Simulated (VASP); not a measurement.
Input of a VASP 6.6.1 run:

INCAR

```
PREC = Accurate
ENCUT = 520
EDIFF = 1E-8
ISMEAR = 0
SIGMA = 0.01
LREAL = F
LASPH = T
NELM = 100
ALGO = Normal
ISIF = 2
LWAVE = F
LCHARG = F
GGA = PE
NBANDS = 12
IBRION = 8
NSW = 1
LEPSILON = T
```

Contents of KPOINTS:

```
Automatic mesh
0
Gamma
  8 8 8
```

The input POSCAR:

```
LiCl
1.0
    0.0000000000      2.5750153216      2.5750153216
    2.5750153216      0.0000000000      2.5750153216
    2.5750153216      2.5750153216      0.0000000000
Li Cl
1 1
Direct
    0.0000000000      0.0000000000      0.0000000000
    0.5000000000      0.5000000000      0.5000000000
```

Potentials or basis: VASP PAW PBE potentials, release 64 (Li_sv, Cl).

Command:

```bash
$ cat potpaw_PBE.64/Li_sv/POTCAR potpaw_PBE.64/Cl/POTCAR > POTCAR
$ mpirun -np 1 vasp_std > vasp.out
```

Task: What does it give for the electronic dielectric tensor (diagonal)?

Result: 2.95.

Task: Predict the Born charges (mean of the diagonal).

Result: Li +1.19; Cl -1.19 e.

Task: Estimate the highest phonon frequency at Γ, LO-TO splitting left out.

Result: 168 cm⁻¹.

Phonon frequencies in cm⁻¹ (negative: imaginary):
| q point | frequencies |
| --- | --- |
| (0.000, 0.000, 0.000) | 0 0 0 168 168 168 |
